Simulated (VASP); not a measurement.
Wanted: the native input for a VASP 6.6.1 run.

```yaml
Task: single point
Functional: PBE
Potentials_or_basis: VASP PAW PBE potentials, release 64 (Bi_d, P)
Cutoff: 520 eV
k_mesh: 12 × 12 × 12
Occupations: fermi-dirac, width 0.05 eV
Spin: no spin polarisation
Dipole_correction: no
Further_INCAR_settings: ALGO = Normal; EDIFF = 1e-07; NBANDS = 17
```

The structure of BiP (rocksalt type) lies in POSCAR:

```
BiP
1.0
    0.0000000000      2.8843609856      2.8843609856
    2.8843609856      0.0000000000      2.8843609856
    2.8843609856      2.8843609856      0.0000000000
Bi P
1 1
Direct
    0.0000000000      0.0000000000      0.0000000000
    0.5000000000      0.5000000000      0.5000000000
```

One way to write it, as run:

INCAR

```
SYSTEM = BiP
  PREC = Accurate
  ENCUT = 520
  EDIFF = 1E-7
  ISMEAR = -1
  SIGMA = 0.05
  LREAL = .False.
  LASPH = .True.
  NELM = 100
  ALGO = Normal
  ISIF = 2
  LWAVE = .False.
  LCHARG = .False.
  GGA = PE
  NBANDS = 17
```

KPOINTS

```
Automatic mesh
0
Gamma
  12 12 12
  0 0 0
```

Potentials or basis: VASP PAW PBE potentials, release 64 (Bi_d, P).

The run is started by

```sh
$ cat potpaw_PBE.64/Bi_d/POTCAR potpaw_PBE.64/P/POTCAR > POTCAR
$ mpirun -np 1 vasp_std > vasp.out
```

Results of the run:

- Pressure: 3.1 GPa

Caveat: the cell stands under pressure.

Wall time 29 s on 1 thread of Intel(R) Xeon(R) 6975P-C (Granite Rapids), with other jobs on the host, peak memory 0.2 GiB.
